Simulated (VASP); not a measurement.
# Hf11Si13 in VASP: a series of runs

The runs below take Hf11Si13 through single point, with PBE.

All numbers are computed with VASP 6.6.1; they aren't measurements. Logs are shortened: lines on timing, memory, paths and dates and some standing lists are left out, and cuts for length are marked.

## Step 1: The cell of the first run

The cell holds a disordered packing, 24 atoms: a = 7.744 Å, b = 7.903 Å, c = 7.870 Å, α = 89.84°, β = 86.91°, γ = 91.12°.

## Step 2: Single point, PBE

Contents of INCAR:

```
  PREC = Accurate
  ENCUT = 400
  EDIFF = 1E-6
  ISMEAR = -1
  SIGMA = 0.1853
  LREAL = Auto
  LASPH = True
  NELM = 120
  ALGO = Normal
  ISIF = 2
  LWAVE = False
  LCHARG = False
  GGA = PE
  NBANDS = 99
  ISYM = -1
  GGA_COMPAT = False
```

Contents of KPOINTS:

```
explicit points
1
Reciprocal
  0.25000000   0.25000000   0.25000000 1
```

Contents of POSCAR:

```
Hf11Si13
1.0
    7.7410930000     -0.0769270000      0.2103670000
   -0.0769270000      7.9026600000      0.0117030000
    0.2103670000      0.0117030000      7.8669780000
Si Hf
13 11
Direct
    0.4852922449      0.9527073778      0.7460130169
    0.9190021122      0.4026187218      0.2205594621
    0.7756111624      0.9439374879      0.6211579728
    0.0787400589      0.5018327847      0.6207265027
    0.6478244650      0.9587626419      0.1112546281
    0.7931675392      0.6017669557      0.7973467379
    0.7387155669      0.3478752628      0.6354138067
    0.2480216014      0.2040378751      0.3349229634
    1.0028978905      0.3508528489      0.9250748316
    0.5547546676      0.6232447908      0.1949016625
    0.9641990769      0.2059787957      0.5064131059
    0.9980442072      0.0527831379      0.9963559976
    0.5067034039      0.5052416665      0.5003900458
    0.4507883210      0.8657280392      0.4337730953
    0.2823085597      0.2430241134      0.6846287716
    0.8758283837      0.6784960169      0.0892520828
    0.0495921642      0.9424702347      0.3201017870
    0.2092641573      0.5391784397      0.3312975734
    0.0875968984      0.8144544181      0.7110326155
    0.8327456328      0.6405174958      0.4482295264
    0.3205682773      0.0210172693      0.0120501224
    0.6183030451      0.2566783580      0.3560117413
    0.4115766849      0.6365231926      0.7746720045
    0.6015084371      0.3591142521      0.9527817112
```

Potentials or basis: VASP PAW PBE potentials, release 64 (Si, Hf_pv).

The run is started by

```sh
> cat potpaw_PBE.64/Si/POTCAR potpaw_PBE.64/Hf_pv/POTCAR > POTCAR
> mpirun -np 1 vasp_std > vasp.out
```

OUTCAR:

```text
PREC = Accurate
   ENCUT = 400
   EDIFF = 1E-6
   ISMEAR = -1
   LREAL = Auto
   LASPH = True
   NELM = 120
   ISIF = 2
   GGA = PE
   ISYM = -1

 ion  position               nearest neighbor table
   1  0.485  0.953  0.746-   3 2.41  21 2.46  23 2.56  14 2.58  15 2.86  19 3.27
   2  0.919  0.403  0.221-   9 2.42  16 2.45  18 2.66  20 2.67  22 2.74  11 2.77  24 3.34
   3  0.776  0.944  0.621-   1 2.41  11 2.64  19 2.77  20 2.79  14 3.04   6 3.04  17 3.09  22 3.51

   4  0.079  0.502  0.621-  18 2.46  19 2.57  20 2.65  11 2.66  15 2.67   6 2.68   9 2.70   7 2.88
                            23 3.08
   5  0.648  0.959  0.111-  21 2.74  10 2.80  16 2.86  12 2.89  14 2.97  22 3.05  24 3.43
   6  0.793  0.602  0.797-   7 2.42  16 2.49  24 2.66   4 2.68  20 2.76   9 2.81  19 2.86  23 2.99
                             3 3.04
   7  0.739  0.348  0.635-  11 2.29   6 2.42  13 2.49  22 2.54  24 2.66  20 2.80   4 2.88   9 3.14
[... 4 lines left out ...]
  10  0.555  0.623  0.195-  13 2.58  16 2.61  14 2.79   5 2.80  24 2.85  18 2.89  20 3.01  22 3.22

  11  0.964  0.206  0.506-   7 2.29   8 2.52  17 2.62   3 2.64   4 2.66   2 2.77  15 2.91  22 3.02
                            18 3.46
  12  0.998  0.053  0.996-   9 2.42  21 2.52  17 2.74   5 2.89  19 3.00  16 3.16
  13  0.507  0.505  0.500-  22 2.42  23 2.48   7 2.49  10 2.58  20 2.73  18 2.74  14 2.94  15 3.00

  14  0.451  0.866  0.434-   1 2.58  10 2.79  13 2.94   5 2.97   3 3.04  23 3.23   8 3.24  18 3.29
                            17 3.35  22 3.37  19 3.48  20 3.49  21 3.73  15 3.79
  15  0.282  0.243  0.685-   4 2.67   8 2.80   1 2.86  11 2.91   9 2.94  13 3.00  21 3.14  23 3.34
                            24 3.45  22 3.57  19 3.68  18 3.70  14 3.79
  16  0.876  0.678  0.089-   2 2.45   6 2.49  10 2.61  20 2.84   5 2.86   9 3.05  17 3.10  12 3.16
                            24 3.48  19 3.48  18 3.48
  17  0.050  0.942  0.320-   8 2.56  11 2.62  12 2.74  20 3.03   3 3.09  16 3.10  21 3.17  19 3.27
                            14 3.35  18 3.44
  18  0.209  0.539  0.331-   4 2.46   2 2.66   8 2.67  13 2.74  10 2.89  20 3.13  14 3.29  17 3.44
                            11 3.46  16 3.48  15 3.70  19 3.79
  19  0.088  0.814  0.711-   4 2.57   3 2.77   6 2.86  23 2.97  12 3.00  20 3.23  17 3.27   1 3.27
                            21 3.45  16 3.48  14 3.48  15 3.68  18 3.79
  20  0.833  0.641  0.448-   4 2.65   2 2.67  13 2.73   6 2.76   3 2.79   7 2.80  16 2.84  10 3.01
                            17 3.03  18 3.13  19 3.23  14 3.49  22 3.53
  21  0.321  0.021  0.012-   1 2.46  12 2.52   5 2.74   8 2.96  15 3.14  17 3.17  24 3.43  19 3.45
                            23 3.63  14 3.73
  22  0.618  0.257  0.356-  13 2.42   7 2.54   2 2.74   8 2.90  11 3.02   5 3.05  10 3.22  24 3.28
                            14 3.37   3 3.51  20 3.53  15 3.57
  23  0.412  0.637  0.775-  13 2.48   1 2.56  19 2.97   6 2.99  24 3.04   4 3.08  14 3.23  15 3.34
                            21 3.63
  24  0.602  0.359  0.953-   6 2.66   7 2.66  10 2.85  23 3.04   9 3.11  22 3.28   2 3.34  21 3.43
                             5 3.43  15 3.45  16 3.48

IMPORTANT INFORMATION: All symmetrisations will be switched off!
[... 114 lines left out ...]
   EFERMI_NEDOS =   21; number of points for ismear=-14 and -15
   IALGO  =     38    algorithm
   IMIX   =      4    mixing-type and parameters
     AMIX     =   0.40;   BMIX     =  1.00
     AMIX_MAG =   1.60;   BMIX_MAG =  1.00
  volume/ion in A,a.u.               =      20.04       135.21
  Fermi-wavevector in a.u.,A,eV,Ry     =   1.139126  2.152636 17.655022  1.297608
  Thomas-Fermi vector in A             =   2.275830
   LORBIT       =      0    0 simple, 1 ext, 2 COOP (PROOUT), +10 PAW based schemes
   GGA     = PE    functional components
   LHFCALC =     F    Hartree Fock is set to
   AEXX    =    0.0000 exact exchange contribution
   IVDW    =     0    specifies the selected vdW correction
   LEPSILON=     F    determine dielectric tensor
   LRPA    =     F    only Hartree local field effects (RPA)
 non-spin polarized calculation
  energy-cutoff  :      400.00
  volume of cell :      480.87
 maximum number of plane-waves:      8741
 NGX is ok and might be reduce to    50
   NGX = 25   NGY = 25   NGZ = 25

 number of electron     161.9999996 magnetization

 Free energy of the ion-electron system (eV)
  ---------------------------------------------------
  ext. energy  EPLUGINS =         0.00000000
  ---------------------------------------------------
  free energy    TOTEN  =      -178.41587631 eV

  energy without entropy =     -176.52743694  energy(sigma->0) =     -177.47165663

 E-fermi :   5.8849     XC(G=0): -10.6430

 val. band max:        5.8174730473   @ k =   0.2500   0.2500   0.2500
 cond. band min:       5.9812978083   @ k =   0.2500   0.2500   0.2500
 fundamental gap:      0.1638247610
 Fermi energy:         5.8848660403

 k-point     1 :       0.2500    0.2500    0.2500
  band No.  band energies     occupation
      1     -25.1660      2.00000
      2     -25.1183      2.00000
      3     -25.0962      2.00000
      4     -25.0636      2.00000
      5     -25.0313      2.00000
      6     -24.9638      2.00000
[... 85 lines left out ...]
     92       7.1631      0.00202
     93       7.2365      0.00136
 [bands above 93 left out]

------------------------ aborting loop because EDIFF is reached ----------------------------------------

  FORCE on cell =-STRESS in cart. coord.  units (eV):
  Direction    XX          YY          ZZ          XY          YZ          ZX
  --------------------------------------------------------------------------------------
  -------------------------------------------------------------------------------------
  Total      -14.4449794      2.4359346      9.9768563     -3.5953383      4.8404990     -5.4313569
  in kB      -48.1285794      8.1161812     33.2414403    -11.9791465     16.1278417    -18.0964945
  external PRESSURE =      -2.2569860 kB  Pullay stress =       0.0000000 kB

 VOLUME and BASIS-vectors are now :
 -----------------------------------------------------------------------------
  energy-cutoff  :      400.00
  volume of cell :      480.87
      direct lattice vectors                 reciprocal lattice vectors
     7.741093000 -0.076927000  0.210367000     0.129287284  0.001263646 -0.003459088
    -0.076927000  7.902660000  0.011703000     0.001263646  0.126552301 -0.000222051
     0.210367000  0.011703000  7.866978000    -0.003459088 -0.000222051  0.127206441

 POSITION                                       TOTAL-FORCE (eV/Angst)
 -----------------------------------------------------------------------------------
      3.84034      7.50032      5.98211         0.601750      1.222447     -0.710263
      7.12951      3.11364      1.93318        -0.046174     -2.660126      0.664216
      6.06214      7.40722      5.06085         0.039971     -0.036946     -0.748865
      0.70151      3.96702      4.90568        -0.000836     -0.416959      2.232440
      4.96452      7.52824      1.02274         0.725108      0.496539      0.377076
      6.26143      4.70387      6.44661         0.294460      0.468940     -1.647294
[... 16 lines left out ...]
      3.30005      5.00763      6.18836        -0.720077     -0.512423      1.641882
      4.82914      2.80284      7.62625         0.252118     -0.948372      1.200137
 -----------------------------------------------------------------------------------
    total drift:                                0.002882      0.001486     -0.003092

  FREE ENERGIE OF THE ION-ELECTRON SYSTEM (eV)
  ---------------------------------------------------
  free  energy   TOTEN  =      -178.4158763118 eV

  energy  without entropy=     -176.5274369432  energy(sigma->0) =     -177.47165663
```

stdout:

```text
POSCAR found type information on POSCAR SiHf
 POSCAR found :  2 types and      24 ions
 scaLAPACK will be used
 LDA part: xc-table for (Slater+PW92), standard interpolation
 POSCAR, INCAR and KPOINTS ok, starting setup
 FFT: planning ... GRIDC
 FFT: planning ... GRID_SOFT
 FFT: planning ... GRID
 WAVECAR not read
 entering main loop
```

Wall time 79 s (1 thread of Intel Xeon Platinum 8375C at 2.90GHz (Ice Lake), shared host); peak memory 0.36 GiB.

Results:

```yaml
Free_energy: -178.4159 eV
Pressure: -0.2 GPa
Largest_force: 3.491 eV/Å
```

Forces in eV/Å, atoms in the order of the input:
```
Si   0.602  1.222 -0.710
Si  -0.046 -2.660  0.664
Si   0.040 -0.037 -0.749
Si  -0.001 -0.417  2.232
Si   0.725  0.497  0.377
Si   0.294  0.469 -1.647
Si  -0.766  0.284  1.660
Si   1.131 -0.161 -0.737
Si   0.268 -0.002 -0.352
Si  -0.951 -0.680 -0.039
Si   0.492 -0.426 -0.136
Si  -1.706 -0.281 -1.081
Si  -0.941  1.378 -0.012
Hf   0.165 -0.116 -0.969
Hf   0.284 -0.320 -0.425
Hf   0.251  2.313 -1.314
Hf  -0.849 -0.464  0.697
Hf   1.664  1.236 -1.452
Hf  -0.352  2.062  0.358
Hf  -0.873 -0.154  0.445
Hf   0.426  0.106  2.820
Hf   0.611 -2.388 -2.473
Hf  -0.720 -0.512  1.642
Hf   0.252 -0.948  1.200
```

Levels at points of the mesh, in eV from the Fermi level:
| k point | band 78 | band 79 | band 80 | band 81 | band 82 | band 83 | band 84 | band 85 |
| --- | --- | --- | --- | --- | --- | --- | --- | --- |
| (0.25, 0.25, 0.25) | -0.39 | -0.29 | -0.25 | -0.07 | 0.10 | 0.14 | 0.27 | 0.48 |

Caveat: the atoms stand as in a frame of molecular dynamics; spin-orbit coupling is left out, which moves the levels of the heavy elements.

## Step 3: Single point, PBE

Contents of INCAR:

```
ALGO = Normal
EDIFF = 1E-6
ENCUT = 400
GGA = PE
GGA_COMPAT = F
ISIF = 2
ISMEAR = -1
ISYM = -1
LASPH = T
LCHARG = T
LELF = T
LREAL = Auto
LVHAR = T
LWAVE = F
NBANDS = 99
NELM = 120
PREC = Accurate
SIGMA = 0.1853
```

KPOINTS is that of step 2.

Contents of POSCAR:

```
Hf11Si13
1.0
    7.7410930000     -0.0769270000      0.2103670000
   -0.0769270000      7.9026600000      0.0117030000
    0.2103670000      0.0117030000      7.8669780000
Si Hf
13 11
Direct
    0.5154349004      1.0236930428      0.7534648281
    0.9475659816      0.3246269554      0.2263481960
    0.7393730162      0.9305586152      0.5659576001
    0.0998423616      0.5072688298      0.6238129679
    0.6666357248      0.9814167542      0.1329880829
    0.7966083764      0.6152233929      0.7259159650
    0.7133024547      0.3196562083      0.6739201210
    0.2714247453      0.1994581809      0.3001541293
    1.0404138535      0.3630864016      0.9368139912
    0.5818034752      0.5966884655      0.2168954462
    0.9441946703      0.1916627293      0.5468409306
    0.9716515743      0.0149228493      0.9717197545
    0.5329388250      0.5067506009      0.4929232999
    0.4532347991      0.8676149793      0.4360250730
    0.3060528449      0.2500941674      0.6812402080
    0.8788220244      0.6968895727      0.0719295451
    0.0370505090      0.9599567591      0.3250707478
    0.2242852639      0.5550897562      0.3217106450
    0.0832208282      0.8219044771      0.7136027755
    0.8406892001      0.6336487731      0.4408173181
    0.3329257383      0.0183185804      0.0219145177
    0.6140079807      0.2488269897      0.3130559105
    0.4239777366      0.6477775134      0.7650082580
    0.6131021218      0.3592483815      0.9648203239
```

Potentials or basis: VASP PAW PBE potentials, release 64 (Si, Hf_pv).

The run is started by

```sh
> cat potpaw_PBE.64/Si/POTCAR potpaw_PBE.64/Hf_pv/POTCAR > POTCAR
> mpirun -np 1 vasp_std > vasp.out
```

It took 94 s on 1 thread of Intel Xeon Platinum 8375C at 2.90GHz (Ice Lake), shared host; peak memory 0.37 GiB.

It converged, with:

| Item | Value |
| --- | --- |
| Free energy | -178.6633 eV |
| Pressure | -0.9 GPa |
| Largest force | 6.288 eV/Å |

Forces in eV/Å, atoms in the order of the input:
```
Si   1.425 -1.087 -0.563
Si   0.307  0.516  0.532
Si   1.755  0.369  0.305
Si  -0.018 -0.126  1.346
Si   0.605 -0.437 -0.815
Si  -0.640 -0.477  6.237
Si  -0.338 -0.130 -2.218
Si   0.248  0.640  0.617
Si   0.345 -0.469 -0.972
Si  -1.200  0.295 -1.264
Si   0.804 -0.351  0.252
Si   0.126  0.854  0.068
Si  -1.576 -0.163  0.760
Hf  -1.080 -0.105 -1.159
Hf  -1.029  0.825 -1.294
Hf   0.404 -0.972 -1.149
Hf  -0.936  0.232 -0.269
Hf   0.696 -0.027 -0.979
Hf   0.099  1.687 -0.713
Hf   1.047 -0.546 -4.561
Hf  -1.084 -0.882  1.145
Hf   0.732 -0.252  1.961
Hf  -0.253  0.467  1.373
Hf  -0.442  0.137  1.360
```

Stress tensor (GPa, compression positive):
```
-5.88  0.04 -3.80
 0.04 -3.16  1.49
-3.80  1.49  6.32
```

Levels at points of the mesh, in eV from the Fermi level:
```tsv
k point	band 77	band 78	band 79	band 80	band 81	band 82	band 83	band 84	band 85	band 86
(0.25, 0.25, 0.25)	-0.53	-0.42	-0.29	-0.21	-0.08	0.05	0.22	0.34	0.43	0.51
```

Caveat: the atoms stand as in a frame of molecular dynamics; spin-orbit coupling is left out, which moves the levels of the heavy elements.

## Step 4: Single point, PBE

Contents of INCAR:

```
PREC = Accurate ; ENCUT = 400
EDIFF = 1E-6 ; ISMEAR = -1
SIGMA = 0.1853 ; LREAL = Auto
LASPH = True ; NELM = 120
ALGO = Normal ; ISIF = 2
LWAVE = False ; LCHARG = False
GGA = PE ; ISYM = -1
NBANDS = 99 ; GGA_COMPAT = False
```

KPOINTS is that of step 3.

Contents of POSCAR:

```
Hf11Si13
1.0
    7.7410930000     -0.0769270000      0.2103670000
   -0.0769270000      7.9026600000      0.0117030000
    0.2103670000      0.0117030000      7.8669780000
Si Hf
13 11
Direct
    0.6023295794      1.0595435876      0.7666136723
    0.9760956566      0.3375206831      0.2130999579
    0.7615140386      0.9345479544      0.5525295179
    0.1090504583      0.5264268010      0.6255576931
    0.7100234978      0.9611211148      0.1127564468
    0.8029287367      0.5883252453      0.7847146795
    0.6540148403      0.3404549080      0.6230895162
    0.3104745190      0.2261636596      0.2809849746
    1.0722373159      0.3919775373      0.9109455167
    0.5884106723      0.6041138013      0.1588220875
    0.9346727190      0.1778906965      0.6014591434
    1.0045741022      0.0626821196      0.9396216935
    0.5092421885      0.5229368645      0.4751117034
    0.4548562916      0.8585291146      0.4510841241
    0.3142522094      0.2523210545      0.6997329587
    0.8876520125      0.7131628239      0.0621280706
    0.0355742604      0.9750956333      0.3206326248
    0.2400541384      0.5353257039      0.3223632524
    0.1063787816      0.8424004679      0.7221156335
    0.8399600991      0.6267315101      0.4216504069
    0.3440093387      0.0034848173      0.0113030702
    0.6008341567      0.2596113375      0.3248087245
    0.4376556240      0.6508909155      0.7580903776
    0.6072766172      0.3482979048      0.9655684698
```

The run is started by

```sh
> cat potpaw_PBE.64/Si/POTCAR potpaw_PBE.64/Hf_pv/POTCAR > POTCAR
> mpirun -np 1 vasp_std > vasp.out
```

Wall time 86 s (1 thread of Intel Xeon Platinum 8375C at 2.90GHz (Ice Lake), shared host); peak memory 0.37 GiB.

The run converged. Its results:

| Quantity | Value |
| --- | --- |
| Free energy | -178.2923 eV |
| Pressure | -1.1 GPa |
| Largest force | 5.152 eV/Å |

Forces on the atoms (eV/Å):
```
Si  -1.031 -0.422  0.437
Si  -0.445 -0.254  0.207
Si   0.896 -0.759 -0.576
Si  -0.315 -0.383  0.762
Si  -1.771  2.421  0.483
Si   0.943 -0.451 -1.691
Si   1.783  0.116  2.426
Si  -3.898 -2.281 -0.955
Si  -0.525 -0.004  0.619
Si  -2.004  0.725  1.841
Si   0.634  0.083  0.150
Si  -0.138  1.049  0.919
Si   0.037  1.706 -0.780
Hf  -0.674  0.951 -1.071
Hf  -0.869 -0.249 -1.392
Hf   3.160 -1.376 -0.293
Hf  -0.365  0.826 -0.215
Hf  -0.806  1.819 -1.596
Hf  -0.602  0.213 -1.834
Hf   0.218 -0.494  0.924
Hf   0.838 -0.784  0.739
Hf   4.923 -1.380 -0.634
Hf   0.068 -0.143  2.296
Hf  -0.058 -0.930 -0.764
```

Stress tensor (GPa, compression positive):
```
-3.36 -0.73 -0.22
-0.73 -1.40  3.37
-0.22  3.37  1.42
```

Levels at points of the mesh, in eV from the Fermi level:
```tsv
k point	band 77	band 78	band 79	band 80	band 81	band 82	band 83	band 84	band 85	band 86
(0.25, 0.25, 0.25)	-0.62	-0.46	-0.38	-0.21	-0.08	0.08	0.22	0.35	0.47	0.60
```

Caveat: the atoms stand as in a frame of molecular dynamics; spin-orbit coupling is left out, which moves the levels of the heavy elements.

(Part 1 of 2 ends here.)
